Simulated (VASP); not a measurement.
Input of a VASP 6.6.1 run:

Contents of INCAR:

```
ALGO = Normal ; EDIFF = 1E-6
ENCUT = 520 ; GGA = PE
ISIF = 2 ; ISMEAR = 0
ISPIN = 2 ; LASPH = T
LCHARG = F ; LMAXMIX = 4
LORBIT = 11 ; LREAL = F
LWAVE = F ; MAGMOM = 2 2 0 0 0
NBANDS = 32 ; NELM = 150
PREC = Accurate ; SIGMA = 0.1
```

File KPOINTS:

```
k-points
0
Gamma
  4 4 4
```

File POSCAR:

```
V2SiN2
1.0
    3.9740882012      0.0000000000      0.0000000000
    0.0000000000      3.9740882012      0.0000000000
    0.0000000000      0.0000000000      3.8032713861
V Si N
2 1 2
Direct
    0.0000000000      0.5000000000      0.5000000000
    0.5000000000      0.0000000000      0.5000000000
    0.0000000000      0.0000000000      0.0000000000
    0.5000000000      0.5000000000      0.5000000000
    0.0000000000      0.0000000000      0.5000000000
```

Potentials or basis: VASP PAW PBE potentials, release 64 (V_sv, Si, N).

The run is started by

```sh
$ cat potpaw_PBE.64/V_sv/POTCAR potpaw_PBE.64/Si/POTCAR potpaw_PBE.64/N/POTCAR > POTCAR
$ mpirun -np 1 vasp_std > vasp.out
```

**Question.** Estimate the site moments.

**Answer.** V +0.26; Si -0.02; N -0.02, -0.00 μB.

**Question.** Estimate the pressure.

**Answer.** 0.4 GPa.

**Question.** Predict the net moment.

**Answer.** 0.53 μB per cell.

Stress tensor (GPa, compression positive):
```
0.53 0.00 0.00
0.00 0.53 0.00
0.00 0.00 0.02
```

Caveat: the k points lie up to 0.41 Å⁻¹ apart; a moment this small can come from the mesh or the smearing.
